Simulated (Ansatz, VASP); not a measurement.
**Two plane-wave programs on ZrB2**

```
Zr B
1.0
     3.24950    0.00000    0.00000
    -1.62475    2.81415    0.00000
     0.00000    0.00000    3.56520
Zr B
1 2
Direct
  0.00000 0.00000 0.00000
  0.33333 0.66667 0.50000
  0.66667 0.33333 0.50000
```

Alike in both runs: task single point; functional PBEsol; k mesh 15 × 15 × 12; occupations gaussian, width 0.15 eV; no spin polarisation.

|  | VASP | Ansatz |
| --- | --- | --- |
| version | VASP 6.6.1 | Ansatz 0.2.0 |
| potentials or method | VASP PAW PBE potentials, release 64 (Zr_sv, B), cutoff 520 eV | scalar-relativistic, plane waves, PAW |
| valence electrons in the cell | 18 | 18 |

```tsv
	VASP	Ansatz	Ansatz less VASP
gap on the k mesh at the Fermi level (eV)	none	none	-
pressure (GPa)	-16.3	-16.6	-0.27
traceless stress, the component that is largest in VASP (GPa)	3.63	3.63	+0.009
```

VASP's potentials were made for PBE, not for PBEsol. A gap of «none» marks a metal or a gap that the smearing closes. With one functional, cell and mesh, what is left measures potentials, basis and numerics.
